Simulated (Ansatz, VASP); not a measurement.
**ScAl3: VASP beside Ansatz**

```
Sc Al
1.0
     4.07099    0.00000    0.00000
     0.00000    4.07099    0.00000
     0.00000    0.00000    4.07099
Sc Al
1 3
Direct
  0.00000 0.00000 0.00000
  0.50000 0.00000 0.50000
  0.00000 0.50000 0.50000
  0.50000 0.50000 0.00000
```

Alike in both runs: task relaxation of cell and atoms; functional PBEsol; k mesh 12 × 12 × 12; occupations fermi-dirac, width 0.15 eV; no spin polarisation.

|  | VASP | Ansatz |
| --- | --- | --- |
| version | VASP 6.6.1 | Ansatz 0.2.0 |
| potentials or method | VASP PAW PBE potentials, release 64 (Sc_sv, Al), cutoff 600 eV | scalar-relativistic, plane waves, PAW |
| valence electrons in the cell | 20 | 20 |

Ansatz gave:

| Quantity | Value |
| --- | --- |
| gap on the k mesh at the Fermi level, each at its own relaxed structure (eV) | none |
| relaxed volume (Å³/atom) | 16.90 |
| relaxed length of the cell vector where the two differ most in proportion (Å) | 4.074 |

**Question.** Estimate VASP's values.

**Answer.** gap on the k mesh at the Fermi level, each at its own relaxed structure (eV): none; relaxed volume (Å³/atom): 16.93; relaxed length of the cell vector where the two differ most in proportion (Å): 4.076.

VASP's potentials were made for PBE, not for PBEsol. A gap of «none» marks a metal or a gap that the smearing closes.
